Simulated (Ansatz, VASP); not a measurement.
# NiO in VASP and in Ansatz

```
Ni O
1.0
     0.00000    2.12560    2.12560
     2.12560    0.00000    2.12560
     2.12560    2.12560    0.00000
Ni O
1 1
Direct
  0.00000 0.00000 0.00000
  0.50000 0.50000 0.50000
```

Change from the starting cell: volume scaled by 1.05, PAW files.

Alike in both runs: task electric field gradients; functional PBE; k mesh 17 × 17 × 17; occupations fermi-dirac, width 0.03 eV; collinear spin.

|  | VASP | Ansatz |
| --- | --- | --- |
| version | VASP 6.6.1 | Ansatz 0.2.0 |
| potentials or method | VASP PAW PBE potentials, release 64 (Ni, O) | PAW with Ansatz's default frozen-core files, scalar-relativistic |
| plane-wave cutoff (eV) | 520 | 420 |
| valence electrons in the cell | 16 | 24 |

|  | VASP | Ansatz | Ansatz less VASP |
| --- | --- | --- | --- |
| pressure (GPa) | -4.3 | -3.9 | +0.42 |
| net moment per atom (μB) | 0.92 | 0.93 | +0.017 |
| size of the moment on the site where the two differ most (μB) | 0.28 | 0.31 | +0.025 |

Site moments also hang on the region over which each program counts them. With one functional, cell and mesh, what is left measures potentials, basis and numerics. VASP's potentials hold 16 valence electrons a cell and Ansatz's 24, so a difference there can come from the potentials and not from the codes.
